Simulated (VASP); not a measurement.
Mo, 1 atom in the cell. The structure is cubic, space group Im-3m (No. 229). Conventional cell: a = 3.129 Å, b = 3.129 Å, c = 3.129 Å, α = 90.00°, β = 90.00°, γ = 90.00°. Within 3.6 Å of Mo (site symmetry m-3m) lie 14 Mo at 2.71 to 3.13 Å. 

| Quantity | Value |
| --- | --- |
| Program | VASP 6.6.1 |
| Task | single point |
| Functional | PBEsol |
| Potentials or basis | VASP PAW PBE potentials, release 64 (Mo_sv) |
| Cutoff | 520 eV |
| k mesh | 12 × 12 × 12 |
| Occupations | fermi-dirac, width 0.05 eV |
| Spin | no spin polarisation |
| Dipole correction | no |
| Further INCAR settings | ALGO = Normal; EDIFF = 1e-06; NBANDS = 13 |

Potentials or basis: VASP PAW PBE potentials, release 64 (Mo_sv).

Run with:

```console
$ cat potpaw_PBE.64/Mo_sv/POTCAR > POTCAR
$ mpirun -np 1 vasp_std > vasp.out
```

Hardware: 1 thread of AMD EPYC 7R43 64-Core Processor (Zen 3) (shared host).

Question: How long does it take, and how much memory?

Answer: Wall time 14 s on 1 thread of AMD EPYC 7R43 64-Core Processor (Zen 3) (shared host), peak memory 0.09 GiB. Counts: scf iterations 11, k points 72.
